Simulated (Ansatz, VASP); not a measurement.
# Two plane-wave programs on Ir

```
Ir
1.0
     2.71656    0.00000    0.00000
    -1.35828    2.35261    0.00000
     0.00000    0.00000    4.40769
Ir
2
Direct
  0.66667 0.33333 0.75000
  0.33333 0.66667 0.25000
```

Alike in both runs: task relaxation of cell and atoms; functional PBEsol; k mesh 18 × 18 × 10; occupations gaussian, width 0.1 eV; no spin polarisation.

|  | VASP | Ansatz |
| --- | --- | --- |
| version | VASP 6.6.1 | Ansatz 0.2.0 |
| potentials or method | VASP PAW PBE potentials, release 64 (Ir), cutoff 600 eV | scalar-relativistic, plane waves, PAW |
| valence electrons in the cell | 18 | 34 |

VASP gave:

```
gap on the k mesh at the Fermi level, each at its own relaxed structure (eV) : none
relaxed volume (Å³/atom)                                                     : 14.15
relaxed cell length with the largest relative difference (Å)                 : 2.722
```

Problem. Estimate Ansatz's values.

Solution. gap on the k mesh at the Fermi level, each at its own relaxed structure (eV): none; relaxed volume (Å³/atom): 14.11; relaxed cell length with the largest relative difference (Å): 2.719.

VASP's potentials were made for PBE, not for PBEsol. A gap of «none» marks a metal or a gap that the smearing closes. VASP's potentials hold 18 valence electrons a cell and Ansatz's 34, so a difference there can come from the potentials and not from the codes.

Spin-orbit coupling is off throughout.
